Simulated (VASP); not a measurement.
# Al7Si9C9N7 (P1) in VASP: single point with PBEsol

Aim: the single point of Al7Si9C9N7 with PBEsol.

All numbers are computed with VASP 6.6.1; they aren't measurements. Logs are shortened: lines on timing, memory, paths and dates and some standing lists are left out, and cuts for length are marked.

## (1) The cell of the first run

The typed cell holds 96 atoms: a = 9.304 Å, b = 10.742 Å, c = 10.078 Å, α = 90.00°, β = 90.00°, γ = 90.00°.

## (2) Single point, PBEsol

Contents of INCAR:

```
SYSTEM = Al7Si9C9N7
PREC     = Accurate       ! precision mode
ENCUT    = 520            ! plane-wave cutoff, eV
EDIFF    = 1E-7           ! SCF threshold, eV
ISMEAR   = -1             ! smearing method
SIGMA    = 0.05           ! smearing width, eV
LREAL    = Auto         
LASPH    = .True.         ! aspherical terms in the spheres
NELM     = 60             ! most SCF steps
ALGO     = Normal         ! electronic algorithm
ISIF     = 2              ! what is computed and relaxed
LWAVE    = .False.        ! write WAVECAR
LCHARG   = .False.        ! write CHGCAR
GGA      = PS             ! functional
NBANDS   = 246            ! bands
ISYM     = 0
```

Contents of KPOINTS:

```
Automatic mesh
0
Gamma
  1 1 1
  0.25 0.25 0.25
```

Contents of POSCAR:

```
Al7Si9C9N7
1.0
    9.3035590634      0.0000000000      0.0000000000
    0.0000000000     10.7421239025      0.0000000000
    0.0000000000      0.0000000000     10.0776824370
Al Si C N
21 27 27 21
Direct
    0.1627840000      0.0832190000      0.2501760000
    0.9996960000      0.3305460000      0.2478620000
    0.3360670000      0.3353930000      0.7461350000
    0.9983410000      0.8274580000      0.2425820000
    0.0012320000      0.8303590000      0.7516680000
    0.8318410000      0.0801440000      0.2518730000
    0.6652470000      0.3336000000      0.2516760000
    0.6666830000      0.3376380000      0.7479590000
    0.4998650000      0.5845180000      0.2498240000
    0.3326240000      0.8321140000      0.2469870000
    0.8326120000      0.5813630000      0.2492330000
    0.3333430000      0.1700140000      0.4943230000
    0.1648010000      0.4176470000      0.4977900000
    0.1675990000      0.4153330000      0.9992400000
    0.0006670000      0.6677870000      0.4943920000
    0.6662310000      0.1686110000      0.5027880000
    0.6650800000      0.1674250000      0.9999800000
    0.3310150000      0.6676910000      0.4978730000
    0.1655550000      0.9166570000      0.5024830000
    0.8324590000      0.4164780000      0.4994160000
    0.8306630000      0.9132250000      0.0021100000
    0.1717800000      0.0821840000      0.7495320000
    0.9993670000      0.3386170000      0.7501700000
    0.5014860000      0.0843440000      0.2462060000
    0.4998800000      0.0795560000      0.7509980000
    0.3358170000      0.3376800000      0.2516620000
    0.1678780000      0.5820430000      0.2475900000
    0.1636860000      0.5810810000      0.7497870000
    0.8271240000      0.0789790000      0.7505120000
    0.4949640000      0.5862440000      0.7470390000
    0.3312160000      0.8353300000      0.7493760000
    0.8412930000      0.5814830000      0.7477760000
    0.6656030000      0.8325600000      0.2424090000
    0.6645310000      0.8350730000      0.7470550000
    0.0003580000      0.1651940000      0.4940720000
    0.9940760000      0.1664840000      0.0014120000
    0.3379030000      0.1676380000      0.0058450000
    0.0046300000      0.6655470000      0.0010480000
    0.5032680000      0.4191630000      0.4994410000
    0.4994450000      0.4148010000      0.0030200000
    0.3281030000      0.6640740000      0.0030850000
    0.1644300000      0.9139000000      0.0035210000
    0.8308080000      0.4171350000      0.0021250000
    0.6684320000      0.6619800000      0.4954560000
    0.6671070000      0.6683910000      0.0021450000
    0.4970440000      0.9157840000      0.4943660000
    0.4997670000      0.9159210000      0.0020550000
    0.8402650000      0.9162040000      0.5009040000
    0.9953060000      0.1605000000      0.1767340000
    0.3387490000      0.1701590000      0.1891470000
    0.1601020000      0.4146300000      0.6974710000
    0.0066210000      0.6550550000      0.1803350000
    0.9997290000      0.6592880000      0.6926120000
    0.6648040000      0.1610960000      0.7003120000
    0.4938050000      0.4151120000      0.1793100000
    0.5022900000      0.4300000000      0.6864470000
    0.3284160000      0.6643890000      0.1807680000
    0.3334450000      0.6719640000      0.6982690000
    0.1750410000      0.9243010000      0.6986680000
    0.6654430000      0.6750900000      0.1816990000
    0.5066860000      0.9223900000      0.1865560000
    0.4984920000      0.9147710000      0.6821570000
    0.8246800000      0.9184960000      0.6856170000
    0.9962990000      0.3204050000      0.4415230000
    0.9875430000      0.3253780000      0.9342440000
    0.4880430000      0.0773360000      0.9357220000
    0.3440630000      0.3389750000      0.4344020000
    0.1701210000      0.5848390000      0.4264690000
    0.1713470000      0.5874790000      0.9343930000
    0.9938840000      0.8431660000      0.4349050000
    0.0070940000      0.8337070000      0.9487450000
    0.6591440000      0.3352560000      0.4432150000
    0.8227860000      0.5872230000      0.4425910000
    0.8273110000      0.5815470000      0.9345880000
    0.6529210000      0.8278160000      0.9300700000
    0.0004050000      0.1629650000      0.6907100000
    0.3340290000      0.1592240000      0.6930890000
    0.1744420000      0.4147350000      0.1895970000
    0.6613550000      0.1602830000      0.1920370000
    0.1710560000      0.9200890000      0.1773970000
    0.8314240000      0.4125870000      0.1757680000
    0.8394200000      0.4187340000      0.6982510000
    0.6643750000      0.6694170000      0.6862550000
    0.8206050000      0.9142460000      0.1926210000
    0.1605490000      0.0862670000      0.4444950000
    0.1678180000      0.0883150000      0.9354350000
    0.5018720000      0.0707690000      0.4307370000
    0.3458410000      0.3248250000      0.9412980000
    0.8373240000      0.0774030000      0.4466800000
    0.8400310000      0.0845540000      0.9310220000
    0.6632850000      0.3426050000      0.9451660000
    0.5077050000      0.5887800000      0.4456100000
    0.4993320000      0.5814040000      0.9338350000
    0.3428900000      0.8414440000      0.4373270000
    0.3340400000      0.8362720000      0.9409550000
    0.6611920000      0.8350190000      0.4370020000
```

Potentials or basis: VASP PAW PBE potentials, release 64 (Al, Si, C, N).

The run is started by

```console
$ cat potpaw_PBE.64/Al/POTCAR potpaw_PBE.64/Si/POTCAR potpaw_PBE.64/C/POTCAR potpaw_PBE.64/N/POTCAR > POTCAR
$ mpirun -np 1 vasp_std > vasp.out
```

OUTCAR:

```text
SYSTEM = Al7Si9C9N7
   PREC = Accurate
   ENCUT = 520
   EDIFF = 1E-7
   ISMEAR = -1
   LREAL = Auto
   LASPH = .True.
   NELM = 60
   ISIF = 2
   GGA = PS
   ISYM = 0

 ion  position               nearest neighbor table
   1  0.163  0.083  0.250-  80 1.90  49 1.91  85 1.96  50 1.98  35 3.02   2 3.06  12 3.07   6 3.08
                            42 3.08  37 3.09  36 3.09  19 3.11  10 3.13   4 3.15  24 3.15  26 3.17
   2  1.000  0.331  0.248-  81 1.94  78 1.95  64 1.95  49 1.96  36 3.05  35 3.05   1 3.06  43 3.08
                            14 3.09  13 3.09   6 3.11  11 3.11   7 3.11  20 3.11  27 3.12  26 3.13
   3  0.336  0.335  0.746-  51 1.91  56 1.95  77 1.97  88 1.97  39 3.07  30 3.07   8 3.08  28 3.09
                            13 3.10  12 3.10  14 3.11  22 3.12  40 3.12  23 3.13  25 3.14  37 3.18
   4  0.998  0.827  0.243-  70 1.95  52 1.96  84 1.96  80 2.00  38 2.99  42 3.01  21 3.03  11 3.06
                            15 3.06  27 3.07  33 3.10  10 3.11   6 3.13  48 3.14   1 3.15  19 3.19
   5  0.001  0.830  0.752-  53 1.93  59 1.98  71 1.99  63 2.01  32 3.06  31 3.07  38 3.07  28 3.07
                            48 3.08  19 3.08  42 3.09  21 3.11  29 3.12  15 3.13  34 3.13  22 3.14
   6  0.832  0.080  0.252-  84 1.88  79 1.90  49 1.91  89 1.96  35 3.04  48 3.07  24 3.07  33 3.08
                             1 3.08  36 3.08  21 3.09  16 3.11   2 3.11  17 3.12   4 3.13   7 3.13
   7  0.665  0.334  0.252-  81 1.92  72 1.93  79 1.96  55 1.96  39 3.06  26 3.07  40 3.07  20 3.07
                            24 3.08  43 3.08  11 3.08  16 3.09  17 3.10   9 3.10   2 3.11   6 3.13
   8  0.667  0.338  0.748-  82 1.90  56 1.93  54 1.96  91 1.99  39 3.06  20 3.06  16 3.07   3 3.08
                            32 3.08  23 3.10  43 3.10  30 3.11  40 3.12  17 3.13  29 3.15  25 3.18
   9  0.500  0.585  0.250-  57 1.94  60 1.95  55 1.95  92 1.97  44 3.05  26 3.06  45 3.08  41 3.08
[... 11 lines left out ...]
  15  0.001  0.668  0.494-  68 1.94  73 1.94  70 1.98  53 2.00  48 3.06   4 3.06  11 3.07  18 3.07
                            27 3.07  19 3.08  13 3.09  44 3.09  32 3.09  20 3.12   5 3.13  28 3.13
  16  0.666  0.169  0.503-  72 1.89  89 1.95  54 1.99  87 1.99  29 3.07   8 3.07  20 3.08  39 3.09
                             7 3.09  25 3.09  12 3.10   6 3.11  35 3.11  24 3.14  46 3.14  48 3.16
  17  0.665  0.167  1.000-  79 1.94  91 1.96  90 1.98  66 2.02  37 3.04  24 3.04  36 3.06  40 3.07
                            29 3.08  25 3.09  43 3.09   7 3.10  47 3.11   6 3.12   8 3.13  21 3.14
  18  0.331  0.668  0.498-  68 1.88  92 1.92  94 1.97  58 2.02  30 3.07  15 3.07  46 3.08  27 3.08
                            10 3.08   9 3.08  19 3.09  13 3.10  31 3.11  39 3.11  28 3.12  44 3.14
  19  0.166  0.917  0.502-  70 1.91  85 1.91  94 1.95  59 1.98  48 3.03  31 3.05  22 3.06  35 3.08
                             5 3.08  15 3.08  46 3.09  18 3.09   1 3.11  12 3.14  10 3.14   4 3.19
  20  0.832  0.416  0.499-  72 1.92  73 1.92  64 1.93  82 2.00  44 3.05   8 3.06  39 3.06  32 3.07
                             7 3.07  16 3.08  11 3.08  23 3.08  13 3.09   2 3.11  35 3.12  15 3.12
  21  0.831  0.913  0.002-  84 1.92  71 1.93  90 1.98  75 2.03  33 3.00   4 3.03  45 3.04  47 3.08
                             6 3.09  29 3.10  42 3.11   5 3.11  38 3.11  34 3.11  36 3.12  17 3.14
  22  0.172  0.082  0.750-  59 1.77  77 1.81  86 1.87  76 1.91  31 3.04  25 3.05  19 3.06   3 3.12
                            12 3.12  42 3.13   5 3.14  37 3.15
  23  0.999  0.339  0.750-  51 1.78  82 1.80  65 1.86  76 1.98  32 2.99  28 3.02  14 3.07  20 3.08
                            13 3.09   8 3.10  43 3.10   3 3.13  36 3.14
  24  0.501  0.084  0.246-  79 1.78  61 1.84  50 1.86  87 1.87  37 3.00  17 3.04  47 3.05   6 3.07
                             7 3.08  46 3.09  12 3.09  33 3.11  26 3.13  10 3.13  16 3.14   1 3.15
  25  0.500  0.080  0.751-  54 1.84  77 1.86  66 1.86  62 1.90  34 3.04  29 3.04  22 3.05  31 3.06
                            47 3.08  17 3.09  16 3.09  37 3.12  46 3.13   3 3.14  12 3.17   8 3.18
  26  0.336  0.338  0.252-  78 1.82  55 1.84  67 1.84  50 1.91  12 3.04  40 3.05  27 3.06   9 3.06
                             7 3.07  13 3.07  39 3.07  37 3.08  14 3.10  24 3.13   2 3.13   1 3.17
  27  0.168  0.582  0.248-  68 1.80  52 1.82  57 1.86  78 1.89  41 3.01  38 3.05  26 3.06   4 3.07
                            15 3.07  14 3.08  13 3.08  18 3.08   9 3.09  10 3.09  11 3.12   2 3.12
  28  0.164  0.581  0.750-  53 1.83  69 1.86  51 1.86  58 1.93  32 3.00  23 3.02  38 3.07   5 3.07
                            14 3.08  30 3.08  13 3.09   3 3.09  41 3.11  18 3.12  15 3.13  31 3.14
[... 366 lines left out ...]
   EMIN   =  10.00;   EMAX   =-10.00  energy-range for DOS
   EFERMI =   0.00;   METHOD = LEGACY
   ISMEAR =    -1;   SIGMA  =   0.05  broadening in eV -4-tet -1-fermi 0-gaus
   EFERMI_NEDOS =   21; number of points for ismear=-14 and -15
   IALGO  =     38    algorithm
   IMIX   =      4    mixing-type and parameters
     AMIX     =   0.40;   BMIX     =  1.00
     AMIX_MAG =   1.60;   BMIX_MAG =  1.00
  volume/ion in A,a.u.               =      10.49        70.80
  Fermi-wavevector in a.u.,A,eV,Ry     =   1.187094  2.243283 19.173236  1.409193
  Thomas-Fermi vector in A             =   2.323253
   LORBIT       =      0    0 simple, 1 ext, 2 COOP (PROOUT), +10 PAW based schemes
   GGA     = PS    functional components
   LHFCALC =     F    Hartree Fock is set to
   AEXX    =    0.0000 exact exchange contribution
   IVDW    =     0    specifies the selected vdW correction
   LEPSILON=     F    determine dielectric tensor
   LRPA    =     F    only Hartree local field effects (RPA)
 non-spin polarized calculation
  energy-cutoff  :      520.00
  volume of cell :     1007.16
 maximum number of plane-waves:     27114
 NGX is ok and might be reduce to    70
   NGX = 35   NGY = 39   NGZ = 37

 number of electron     383.9999999 magnetization

 Free energy of the ion-electron system (eV)
  ---------------------------------------------------
  ext. energy  EPLUGINS =         0.00000000
  ---------------------------------------------------
  free energy    TOTEN  =      -738.86345534 eV

  energy without entropy =     -738.86345534  energy(sigma->0) =     -738.86345534

 E-fermi :   9.2588     XC(G=0): -11.2939

 val. band max:        8.2173496543   @ k =   0.2500  -0.2500  -0.2500
 cond. band min:      10.2677875021   @ k =   0.2500   0.2500   0.2500
 fundamental gap:      2.0504378478
 Fermi energy:         9.2587534150

 k-point     1 :       0.2500    0.2500    0.2500
  band No.  band energies     occupation
      1      -9.7671      2.00000
      2      -9.4992      2.00000
      3      -9.2936      2.00000
      4      -9.1219      2.00000
      5      -8.8877      2.00000
      6      -8.7001      2.00000
[... 817 lines left out ...]
    203      11.3476      0.00000
    204      11.4494      0.00000
 [bands above 204 left out]

------------------------ aborting loop because EDIFF is reached ----------------------------------------

  FORCE on cell =-STRESS in cart. coord.  units (eV):
  Direction    XX          YY          ZZ          XY          YZ          ZX
  --------------------------------------------------------------------------------------
  -------------------------------------------------------------------------------------
  Total        1.4040167      1.3491988      1.4549393     -1.6588848     -0.1086807      0.3601630
  in kB        2.2334843      2.1462810      2.3144911     -2.6389240     -0.1728872      0.5729407
  external PRESSURE =       2.2314188 kB  Pullay stress =       0.0000000 kB

 VOLUME and BASIS-vectors are now :
 -----------------------------------------------------------------------------
  energy-cutoff  :      520.00
  volume of cell :     1007.16
      direct lattice vectors                 reciprocal lattice vectors
     9.303559063  0.000000000  0.000000000     0.107485747  0.000000000  0.000000000
     0.000000000 10.742123902  0.000000000     0.000000000  0.093091460  0.000000000
     0.000000000  0.000000000 10.077682437     0.000000000  0.000000000  0.099229164

 POSITION                                       TOTAL-FORCE (eV/Angst)
 -----------------------------------------------------------------------------------
      1.51447      0.89395      2.52119         0.004980     -0.007336      0.015453
      9.30073      3.55077      2.49787         0.000226      0.010715     -0.004478
      3.12662      3.60283      7.51931         0.000815     -0.018110      0.002755
      9.28812      8.88866      2.44466         0.010479      0.010584     -0.007169
      0.01146      8.91982      7.57507        -0.004205      0.007388     -0.003740
      7.73908      0.86092      2.53830        -0.003793      0.000266      0.009624
[... 88 lines left out ...]
      3.10776      8.98334      9.48265         0.018483      0.009536     -0.007880
      6.15144      8.96988      4.40397         0.002982      0.007840     -0.005438
 -----------------------------------------------------------------------------------
    total drift:                               -0.017755      0.016198      0.044780

  FREE ENERGIE OF THE ION-ELECTRON SYSTEM (eV)
  ---------------------------------------------------
  free  energy   TOTEN  =      -738.8634553442 eV

  energy  without entropy=     -738.8634553408  energy(sigma->0) =     -738.86345534
```

Run time: 26 min. Hardware: 1 thread of AMD EPYC 7R13 (Zen 3), shared host; peak memory 1.2 GiB.

What came out:

| Item | Value |
| --- | --- |
| Free energy | -738.8635 eV |
| Pressure | 0.2 GPa |
| Largest force | 0.052 eV/Å |
| Band gap on the k mesh | 2.05 eV, indirect (least direct gap 2.06 eV) |

Forces on the atoms (eV/Å):
```
Al   0.005 -0.007  0.015
Al   0.000  0.011 -0.004
Al   0.001 -0.018  0.003
Al   0.010  0.011 -0.007
Al  -0.004  0.007 -0.004
Al  -0.004  0.000  0.010
Al   0.014 -0.005 -0.005
Al   0.008  0.004  0.004
Al  -0.008 -0.005  0.012
Al  -0.014  0.007  0.009
Al   0.000 -0.010 -0.003
Al  -0.001 -0.014  0.004
Al   0.001  0.000 -0.006
Al   0.013 -0.006 -0.004
Al   0.008  0.003 -0.005
Al   0.010 -0.011 -0.004
Al   0.018 -0.004 -0.001
Al   0.008  0.015 -0.006
Al   0.020 -0.003 -0.005
Al   0.005 -0.017  0.015
Al  -0.011  0.010  0.002
Si   0.002  0.019  0.006
Si   0.005 -0.008 -0.001
Si  -0.006  0.000  0.008
Si  -0.001 -0.006  0.002
Si   0.002  0.005  0.002
Si   0.017 -0.010 -0.004
Si   0.019 -0.007 -0.007
Si   0.020 -0.006  0.010
Si   0.014  0.010  0.007
Si   0.008  0.009  0.004
Si  -0.004 -0.010 -0.008
Si   0.001  0.001  0.012
Si   0.014 -0.006  0.002
Si  -0.020 -0.025  0.004
Si  -0.015  0.001 -0.009
Si  -0.009 -0.003 -0.005
Si  -0.005  0.001 -0.015
Si  -0.009  0.015  0.009
Si  -0.010  0.010 -0.009
Si   0.011  0.003 -0.004
Si   0.004  0.006 -0.006
Si  -0.012 -0.013 -0.012
Si  -0.029  0.015  0.015
Si  -0.012 -0.010 -0.016
Si   0.003  0.008  0.001
Si  -0.004 -0.003 -0.005
Si  -0.021  0.005  0.005
C   -0.006 -0.001  0.015
C   -0.011 -0.002  0.025
C    0.014  0.003 -0.015
C   -0.017  0.010  0.026
C   -0.001  0.014 -0.034
C   -0.018  0.032 -0.015
C    0.007  0.011  0.023
C    0.008 -0.005  0.000
C    0.006 -0.001  0.022
C   -0.007 -0.008 -0.011
C   -0.012 -0.024 -0.011
C    0.012 -0.019  0.025
C   -0.012  0.011  0.010
C   -0.019  0.004  0.003
C    0.007 -0.014 -0.006
C   -0.015  0.048 -0.002
C   -0.002  0.000  0.002
C    0.008 -0.012  0.002
C   -0.009 -0.002  0.015
C   -0.020 -0.018  0.018
C   -0.011 -0.014  0.003
C    0.010 -0.026 -0.021
C   -0.025 -0.008 -0.018
C    0.020 -0.008 -0.008
C    0.050  0.001 -0.015
C   -0.006  0.006  0.004
C   -0.001  0.002 -0.005
N   -0.006 -0.006  0.003
N    0.007  0.029 -0.008
N   -0.013 -0.003 -0.007
N    0.018  0.011 -0.003
N    0.002  0.004  0.032
N    0.001  0.008  0.032
N   -0.022 -0.016 -0.022
N   -0.014  0.001  0.000
N    0.019  0.002  0.000
N    0.025 -0.016 -0.013
N    0.008  0.008 -0.003
N    0.002  0.019  0.004
N   -0.022  0.014 -0.018
N   -0.012  0.003 -0.001
N   -0.006 -0.002  0.018
N    0.025 -0.015 -0.024
N   -0.009 -0.007 -0.004
N    0.006  0.016 -0.004
N   -0.027 -0.017 -0.007
N    0.018  0.010 -0.008
N    0.003  0.008 -0.005
```

Stress tensor (GPa, compression positive):
```
 0.22 -0.26  0.06
-0.26  0.21 -0.02
 0.06 -0.02  0.23
```

Caveat: the k points lie up to 0.68 Å⁻¹ apart; the PAW data sets were made with another functional, which shifts forces and pressure a little.
